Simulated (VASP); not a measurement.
Wanted: the native input for a VASP 6.6.1 run.

- Task: relaxation of cell and atoms
- Functional: PBE
- Potentials or basis: VASP PAW PBE potentials, release 64 (Ba_sv, Hf_pv, O)
- Cutoff: 600 eV
- k mesh: 4 × 4 × 2
- Occupations: gaussian, width 0.1 eV
- Spin: no spin polarisation
- Dipole correction: no
- Further INCAR settings: ALGO = Normal; EDIFF = 1e-07; IBRION = 2; EDIFFG = -0.025; NSW = 80; ISIF = 3

The structure of BaHfO3 lies in POSCAR:

```
BaHfO3
1.0
    4.0817039152     -0.0295267168      0.0046814323
   -0.0295267168      4.2151622004      0.0059681831
    0.0093628646      0.0119363661      8.5465849613
Ba Hf O
2 2 6
Direct
    0.5038654233      0.4915820025      0.2453611863
    0.4969337894      0.5027766208      0.7407521578
   -0.0014711094     -0.0175852619      0.0029078687
   -0.0061226581     -0.0025812891      0.4994307969
    0.0002953235      0.5018222142     -0.0007460564
    1.0112242293      0.4920887337      0.4982469086
    0.4920328101      0.0149076997      0.0037116046
    0.5170454732     -0.0010745965      0.5024831536
    1.0062004940      0.0104123237      0.2499594814
    0.9799962248      0.0076515528      0.7578928983
```

One way to write it, as run:

INCAR

```
ALGO = Normal
EDIFF = 1E-7
EDIFFG = -0.025
ENCUT = 600
GGA = PE
IBRION = 2
ISIF = 3
ISMEAR = 0
LASPH = True
LCHARG = False
LREAL = False
LWAVE = False
NELM = 100
NSW = 80
PREC = Accurate
SIGMA = 0.1
```

KPOINTS

```
k-points
0
Gamma
  4 4 2
```

Potentials or basis: VASP PAW PBE potentials, release 64 (Ba_sv, Hf_pv, O).

The run is started by

```bash
$ cat potpaw_PBE.64/Ba_sv/POTCAR potpaw_PBE.64/Hf_pv/POTCAR potpaw_PBE.64/O/POTCAR > POTCAR
$ mpirun -np 1 vasp_std > vasp.out
```

It gave:

```yaml
Relaxed_volume: 14.82 Å³/atom
Relaxed_cell: a = 4.200 Å, b = 4.200 Å, c = 8.400 Å, α = 90.00°, β = 90.00°, γ = 89.98°
Space_group_after_relaxing_to_0.1_Å: Pm-3m (No. 221)
Energy_gained_by_relaxing: 34.1 meV/atom
Ionic_steps: 16
Pressure_after_relaxing: 0.0 GPa
Largest_force_after_relaxing: 0.025 eV/Å
Band_gap_on_the_k_mesh: 3.54 eV
```

Caveat: spin-orbit coupling is left out, which moves the levels of the heavy elements.

It took 15 min on 1 thread of Intel(R) Xeon(R) 6975P-C (Granite Rapids), on a shared host, peak memory 0.39 GiB.
